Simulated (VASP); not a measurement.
# BePd: vibrations by perturbation theory with PBEsol

The system is BePd.

```
Be Pd
1.0
     2.76966    0.00000    0.00000
     0.00000    2.76966    0.00000
     0.00000    0.00000    2.76966
Be Pd
1 1
Direct
  0.00000 0.00000 0.00000
  0.50000 0.50000 0.50000
```

```yaml
Program: VASP 6.6.1
Task: vibrations by perturbation theory
Functional: PBEsol
Potentials_or_basis: VASP PAW PBE potentials, release 64 (Be, Pd)
Cutoff: 520 eV
k_mesh: 14 × 14 × 14
Occupations: fermi-dirac, width 0.08 eV
Spin: no spin polarisation
Dipole_correction: no
Further_INCAR_settings: ALGO = Normal; EDIFF = 1e-08; NBANDS = 13; IBRION = 8; NSW = 1
```

The highest phonon frequency at Γ is 408 cm⁻¹.

Phonon frequencies in cm⁻¹ (negative: imaginary):
```
              q point        frequencies
(0.000, 0.000, 0.000)  0 0 0 408 408 408
```

It took 79 s on 1 thread of Intel(R) Xeon(R) 6975P-C (Granite Rapids), with other jobs on the host, peak memory 0.31 GiB.

Caveat: the cell stands under pressure or tension, which shifts response properties.
